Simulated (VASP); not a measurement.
# InGa3As3P (P1) in VASP: single point with PBEsol

Aim: the single point of InGa3As3P with PBEsol.

All numbers are computed with VASP 6.6.1; they aren't measurements. Logs are shortened: lines on timing, memory, paths and dates and some standing lists are left out, and cuts for length are marked.

**1. The cell of the first run**

The typed cell holds 64 atoms: a = 11.421 Å, b = 11.421 Å, c = 11.421 Å, α = 90.00°, β = 90.00°, γ = 90.00°.

**2. Single point, PBEsol**

INCAR

```
SYSTEM = InGa3As3P
PREC = Accurate
ENCUT = 500
EDIFF = 1E-6
ISMEAR = -1
SIGMA = 0.05
LREAL = Auto
LASPH = .True.
NELM = 120
ALGO = Normal
ISIF = 2
LWAVE = .False.
LCHARG = .False.
GGA = PS
ISYM = -1
NBANDS = 326
GGA_COMPAT = .False.
```

KPOINTS

```
explicit points
1
Reciprocal
  0.25000000   0.25000000   0.25000000 1
```

POSCAR

```
InGa3As3P
1.0
   11.4208923369      0.0000000000      0.0000000000
    0.0000000000     11.4208923369      0.0000000000
    0.0000000000      0.0000000000     11.4208923369
In Ga P As
8 24 8 24
Direct
    0.0025330000      0.0053860000      0.0028760000
    0.5015390000      0.0016820000      0.4986430000
    0.2531770000      0.7523240000      0.9965880000
    0.2522820000      0.7502020000      0.4989750000
    0.7550880000      0.2547770000      0.0016490000
    0.7552140000      0.9999090000      0.7488010000
    0.9936060000      0.7520390000      0.2493090000
    0.9981340000      0.7530220000      0.7484000000
    0.9924910000      0.0060720000      0.4961160000
    0.9965820000      0.4927190000      0.0038270000
    0.9977840000      0.4935520000      0.5003020000
    0.4995420000      0.9999340000      0.0019000000
    0.5007160000      0.4997260000      0.9988810000
    0.5075700000      0.5012340000      0.5021530000
    0.2480410000      0.2490310000      0.0037690000
    0.2467800000      0.2521060000      0.5002890000
    0.7557140000      0.2503010000      0.4930740000
    0.7481770000      0.7498320000      0.0053490000
    0.7491420000      0.7460810000      0.5042210000
    0.2475550000      0.0119860000      0.2472390000
    0.2484200000      0.0031310000      0.7536660000
    0.2518380000      0.4948910000      0.2495080000
    0.2500510000      0.4928280000      0.7505620000
    0.7547260000      0.9995800000      0.2511070000
    0.7530520000      0.4958070000      0.2487970000
    0.7456960000      0.5041930000      0.7448970000
    0.9993490000      0.2486190000      0.2512510000
    0.0005270000      0.2504860000      0.7492040000
    0.4993940000      0.2522570000      0.2496350000
    0.4964980000      0.2531980000      0.7500620000
    0.5045640000      0.7479370000      0.2485580000
    0.5063280000      0.7427730000      0.7488880000
    0.1282360000      0.1350600000      0.1311360000
    0.6266920000      0.6267570000      0.6238380000
    0.8825730000      0.3779740000      0.1347140000
    0.8634810000      0.8779940000      0.1215040000
    0.8742060000      0.8747760000      0.6089500000
    0.8746350000      0.1261510000      0.3710830000
    0.8831950000      0.1327320000      0.8697690000
    0.1289150000      0.8831660000      0.8700540000
    0.1229520000      0.1248220000      0.6241650000
    0.1245400000      0.6141180000      0.1238630000
    0.1240310000      0.6107360000      0.6243260000
    0.6224820000      0.1206680000      0.1311590000
    0.6279480000      0.1400440000      0.6244210000
    0.6265440000      0.6211020000      0.1250990000
    0.3765980000      0.3743870000      0.1225060000
    0.3752760000      0.3751700000      0.6221280000
    0.3791490000      0.8825450000      0.1343250000
    0.3779190000      0.8751240000      0.6401990000
    0.8733120000      0.3737880000      0.6253540000
    0.3688490000      0.1342390000      0.3706020000
    0.3745620000      0.1263900000      0.8774100000
    0.3836090000      0.6178420000      0.3685880000
    0.3807460000      0.6168980000      0.8669780000
    0.8684550000      0.6169300000      0.3828290000
    0.8681990000      0.6194450000      0.8823940000
    0.1234530000      0.3738930000      0.3747570000
    0.1235910000      0.3718280000      0.8770290000
    0.1240240000      0.8911750000      0.3731000000
    0.6275580000      0.3739130000      0.3732990000
    0.6201580000      0.3811200000      0.8683890000
    0.6336660000      0.8673860000      0.3708000000
    0.6210400000      0.8684070000      0.8802240000
```

Potentials or basis: VASP PAW PBE potentials, release 64 (In_d, Ga_d, P, As).

Launch:

```console
> cat potpaw_PBE.64/In_d/POTCAR potpaw_PBE.64/Ga_d/POTCAR potpaw_PBE.64/P/POTCAR potpaw_PBE.64/As/POTCAR > POTCAR
> mpirun -np 1 vasp_std > vasp.out
```

OUTCAR:

```text
SYSTEM = InGa3As3P
   PREC = Accurate
   ENCUT = 500
   EDIFF = 1E-6
   ISMEAR = -1
   LREAL = Auto
   LASPH = .True.
   NELM = 120
   ISIF = 2
   GGA = PS
   ISYM = -1

 ion  position               nearest neighbor table
   1  0.003  0.005  0.003-  39 2.51  40 2.52  33 2.53  36 2.54   5 4.01
   2  0.502  0.002  0.499-  45 2.58  50 2.59  52 2.59  63 2.60
   3  0.253  0.752  0.997-  40 2.52  55 2.59  49 2.60  42 2.60
   4  0.252  0.750  0.499-  50 2.59  43 2.59  54 2.60  60 2.61
   5  0.755  0.255  0.002-  39 2.52  35 2.53  62 2.60  44 2.61   1 4.01
   6  0.755  1.000  0.749-  39 2.52  37 2.54  45 2.59  64 2.62   8 3.96
   7  0.994  0.752  0.249-  36 2.53  60 2.60  56 2.60  42 2.60
   8  0.998  0.753  0.748-  40 2.52  37 2.54  43 2.59  57 2.62   6 3.96
   9  0.992  0.006  0.496-  38 2.39  37 2.39  60 2.44  41 2.49
  10  0.997  0.493  0.004-  35 2.38  42 2.44  59 2.47  57 2.48
  11  0.998  0.494  0.500-  43 2.42  51 2.44  56 2.44  58 2.45
  12  0.500  1.000  0.002-  49 2.44  44 2.46  64 2.47  53 2.48
  13  0.501  0.500  0.999-  62 2.43  55 2.44  47 2.46  46 2.46
  14  0.508  0.501  0.502-  34 2.42  54 2.47  61 2.48  48 2.50
[... 48 lines left out ...]
  63  0.634  0.867  0.371-  19 2.45  31 2.45  24 2.46   2 2.60
  64  0.621  0.868  0.880-  18 2.45  32 2.45  12 2.47   6 2.62

IMPORTANT INFORMATION: All symmetrisations will be switched off!
NOSYMM: (Re-)initialisation of all symmetry stuff for point group C_1.

----------------------------------------------------------------------------------------

                                     Primitive cell

  volume of cell :    1489.7044

  direct lattice vectors                    reciprocal lattice vectors
    11.420892337  0.000000000  0.000000000     0.087558833  0.000000000  0.000000000
     0.000000000 11.420892337  0.000000000     0.000000000  0.087558833  0.000000000
     0.000000000  0.000000000 11.420892337     0.000000000  0.000000000  0.087558833

  length of vectors
    11.420892337 11.420892337 11.420892337     0.087558833  0.087558833  0.087558833

  position of ions in fractional coordinates (direct lattice)
     0.002533000  0.005386000  0.002876000
     0.501539000  0.001682000  0.498643000
     0.253177000  0.752324000  0.996588000
     0.252282000  0.750202000  0.498975000
     0.755088000  0.254777000  0.001649000
     0.755214000  0.999909000  0.748801000
[... 56 lines left out ...]
     0.633666000  0.867386000  0.370800000
     0.621040000  0.868407000  0.880224000

  ion indices of the primitive-cell ions
   primitive index   ion index
                 1           1
                 2           2
                 3           3
                 4           4
                 5           5
                 6           6
[... 56 lines left out ...]
                63          63
                64          64

----------------------------------------------------------------------------------------

 KPOINTS: explicit points

Read explicit list of k-points.

 Found      1 k-points:

 Following reciprocal coordinates:
            Coordinates               Weight
  0.250000  0.250000  0.250000      1.000000
   k-points           NKPTS =      1   k-points in BZ     NKDIM =      1   number of bands    NBANDS=    326
   number of dos      NEDOS =    301   number of ions     NIONS =     64
   total plane-waves  NPLWV = 592704
   dimension x,y,z NGX =    84 NGY =   84 NGZ =   84
   dimension x,y,z NGXF=   168 NGYF=  168 NGZF=  168
   ions per type =               8  24   8  24
   NGX,Y,Z   is equivalent  to a cutoff of  12.23, 12.23, 12.23 a.u.
   NGXF,Y,Z  is equivalent  to a cutoff of  24.45, 24.45, 24.45 a.u.
 SYSTEM =  InGa3As3P
   PREC   = accura    normal or accurate (medium, high low for compatibility)
   ISTART =      0    job   : 0-new  1-cont  2-samecut
   ICHARG =      2    charge: 1-file 2-atom 10-const
   ISPIN  =      1    spin polarized calculation?
   LNONCOLLINEAR =      F non collinear calculations
   LSORBIT =      F    spin-orbit coupling
   LASPH  =      T    aspherical Exc in radial PAW
   ENCUT  =  500.0 eV  36.75 Ry    6.06 a.u.  20.82 20.82 20.82*2*pi/ulx,y,z
   NELM   =    120;   NELMIN=  2; NELMDL= -5     # of ELM steps
   EDIFF  = 0.1E-05   stopping-criterion for ELM
   LREAL  =      T    real-space projection
   EDIFFG = 0.1E-04   stopping-criterion for IOM
   NSW    =      0    number of steps for IOM
   IBRION =     -1    ionic relax: 0-MD 1-quasi-New 2-CG
   NFREE  =      0    steps in history (QN), initial steepest desc. (CG)
   ISIF   =      2    stress and relaxation
   ISYM   =     -1    0-nonsym 1-usesym 2-fastsym
   POTIM  = 0.5000    time-step for ionic-motion
   TEBEG  =    0.0;   TEEND  =   0.0 temperature during run
   PSTRESS=    0.0 pullay stress
   NELECT =     576.0000    total number of electrons
   NUPDOWN=      -1.0000    fix difference up-down
   EMIN   =  10.00;   EMAX   =-10.00  energy-range for DOS
   EFERMI =   0.00;   METHOD = LEGACY
   ISMEAR =    -1;   SIGMA  =   0.05  broadening in eV -4-tet -1-fermi 0-gaus
   EFERMI_NEDOS =   21; number of points for ismear=-14 and -15
   IALGO  =     38    algorithm
   IMIX   =      4    mixing-type and parameters
     AMIX     =   0.40;   BMIX     =  1.00
     AMIX_MAG =   1.60;   BMIX_MAG =  1.00
  volume/ion in A,a.u.               =      23.28       157.08
  Fermi-wavevector in a.u.,A,eV,Ry     =   1.192657  2.253795 19.353350  1.422431
  Thomas-Fermi vector in A             =   2.328690
   LORBIT       =      0    0 simple, 1 ext, 2 COOP (PROOUT), +10 PAW based schemes
   GGA     = PS    functional components
   LHFCALC =     F    Hartree Fock is set to
   AEXX    =    0.0000 exact exchange contribution
   IVDW    =     0    specifies the selected vdW correction
   LEPSILON=     F    determine dielectric tensor
   LRPA    =     F    only Hartree local field effects (RPA)
 non-spin polarized calculation
  energy-cutoff  :      500.00
  volume of cell :     1489.70
 maximum number of plane-waves:     37776
 NGX is ok and might be reduce to    84
   NGX = 41   NGY = 41   NGZ = 41

 number of electron     576.0000116 magnetization

 Free energy of the ion-electron system (eV)
  ---------------------------------------------------
  ext. energy  EPLUGINS =         0.00000000
  ---------------------------------------------------
  free energy    TOTEN  =      -291.25155648 eV

  energy without entropy =     -291.25154604  energy(sigma->0) =     -291.25155126

 E-fermi :   4.6080     XC(G=0):  -9.6902

 val. band max:        3.9621745902   @ k =   0.2500   0.2500   0.2500
 cond. band min:       5.2323812956   @ k =   0.2500   0.2500   0.2500
 fundamental gap:      1.2702067054
 Fermi energy:         4.6080380262

 k-point     1 :       0.2500    0.2500    0.2500
  band No.  band energies     occupation
      1     -10.7123      2.00000
      2     -10.7066      2.00000
      3     -10.7016      2.00000
      4     -10.7007      2.00000
      5     -10.6957      2.00000
      6     -10.6938      2.00000
[... 292 lines left out ...]
    299       6.3185      0.00000
    300       6.3597      0.00000
 [bands above 300 left out]

------------------------ aborting loop because EDIFF is reached ----------------------------------------

  FORCE on cell =-STRESS in cart. coord.  units (eV):
  Direction    XX          YY          ZZ          XY          YZ          ZX
  --------------------------------------------------------------------------------------
  -------------------------------------------------------------------------------------
  Total       -0.2412039      0.3767647     -0.0492131     -6.4066615     -6.2077224     -6.0862228
  in kB       -0.2594149      0.4052105     -0.0529287     -6.8903653     -6.6764063     -6.5457335
  external PRESSURE =       0.0309556 kB  Pullay stress =       0.0000000 kB

 VOLUME and BASIS-vectors are now :
 -----------------------------------------------------------------------------
  energy-cutoff  :      500.00
  volume of cell :     1489.70
      direct lattice vectors                 reciprocal lattice vectors
    11.420892337  0.000000000  0.000000000     0.087558833  0.000000000  0.000000000
     0.000000000 11.420892337  0.000000000     0.000000000  0.087558833  0.000000000
     0.000000000  0.000000000 11.420892337     0.000000000  0.000000000  0.087558833

 POSITION                                       TOTAL-FORCE (eV/Angst)
 -----------------------------------------------------------------------------------
      0.02893      0.06151      0.03285         0.006230      0.000485     -0.006661
      5.72802      0.01921      5.69495         0.000615     -0.000129     -0.008566
      2.89151      8.59221     11.38192         0.009803      0.012512     -0.014700
      2.88129      8.56798      5.69874         0.000208      0.011541      0.006334
      8.62378      2.90978      0.01883         0.007661     -0.005845     -0.002012
      8.62522     11.41985      8.55198         0.000576      0.003182      0.003296
[... 56 lines left out ...]
      7.23703      9.90632      4.23487         0.005466     -0.003964      0.003775
      7.09283      9.91798     10.05294         0.003323     -0.012875     -0.001972
 -----------------------------------------------------------------------------------
    total drift:                                0.003958      0.013154     -0.048177

  FREE ENERGIE OF THE ION-ELECTRON SYSTEM (eV)
  ---------------------------------------------------
  free  energy   TOTEN  =      -291.2515564806 eV

  energy  without entropy=     -291.2515460406  energy(sigma->0) =     -291.25155126
```

Wall time 20 min (1 thread of Intel Xeon Platinum 8375C at 2.90GHz (Ice Lake), shared host); peak memory 1.3 GiB.

Results:

```
Free energy            : -291.2516 eV
Pressure               : 0.0 GPa
Largest force          : 0.029 eV/Å
Band gap on the k mesh : 1.27 eV
```

Forces on the atoms (eV/Å):
```
In   0.006  0.000 -0.007
In   0.001  0.000 -0.009
In   0.010  0.013 -0.015
In   0.000  0.012  0.006
In   0.008 -0.006 -0.002
In   0.001  0.003  0.003
In  -0.007  0.006  0.003
In   0.003  0.017 -0.008
Ga  -0.012 -0.008 -0.010
Ga  -0.004 -0.011  0.012
Ga   0.001  0.015 -0.006
Ga   0.010 -0.006 -0.003
Ga  -0.006  0.014  0.000
Ga   0.015  0.008  0.008
Ga  -0.009 -0.004  0.015
Ga   0.011 -0.004 -0.010
Ga  -0.005 -0.007  0.000
Ga  -0.004  0.025  0.013
Ga   0.002  0.001  0.003
Ga  -0.009  0.001 -0.003
Ga  -0.005 -0.023 -0.002
Ga   0.002 -0.009  0.011
Ga   0.001  0.020  0.007
Ga   0.006 -0.017  0.000
Ga   0.010  0.003 -0.003
Ga  -0.017  0.001 -0.013
Ga   0.001  0.004 -0.004
Ga  -0.011 -0.012  0.019
Ga  -0.005 -0.006  0.013
Ga   0.006  0.006 -0.002
Ga   0.012  0.010 -0.006
Ga   0.004  0.002 -0.006
P    0.005  0.000 -0.004
P    0.008  0.003  0.005
P    0.002  0.002  0.002
P    0.007 -0.002 -0.010
P   -0.005 -0.002 -0.009
P   -0.005  0.007 -0.007
P    0.010  0.012 -0.009
P   -0.006 -0.003  0.014
As  -0.001 -0.007  0.000
As  -0.010  0.016 -0.015
As  -0.002 -0.012 -0.001
As   0.003  0.003 -0.002
As   0.005  0.001 -0.007
As  -0.001 -0.007  0.001
As   0.005 -0.001 -0.003
As  -0.003 -0.002  0.002
As  -0.014  0.006  0.015
As  -0.002 -0.005  0.015
As   0.003 -0.008  0.007
As  -0.001  0.005  0.004
As  -0.008  0.002 -0.002
As  -0.012 -0.003 -0.005
As  -0.007 -0.017 -0.004
As   0.000 -0.011  0.004
As   0.000  0.006  0.000
As  -0.005 -0.010  0.002
As  -0.001 -0.001  0.001
As   0.009  0.007 -0.005
As   0.001 -0.001 -0.001
As   0.001 -0.006  0.001
As   0.005 -0.004  0.004
As   0.003 -0.013 -0.002
```

Caveat: the PAW data sets were made with another functional, which shifts forces and pressure a little; spin-orbit coupling is left out, which moves the levels of the heavy elements; a shifted mesh leaves out Γ, where band edges can lie.
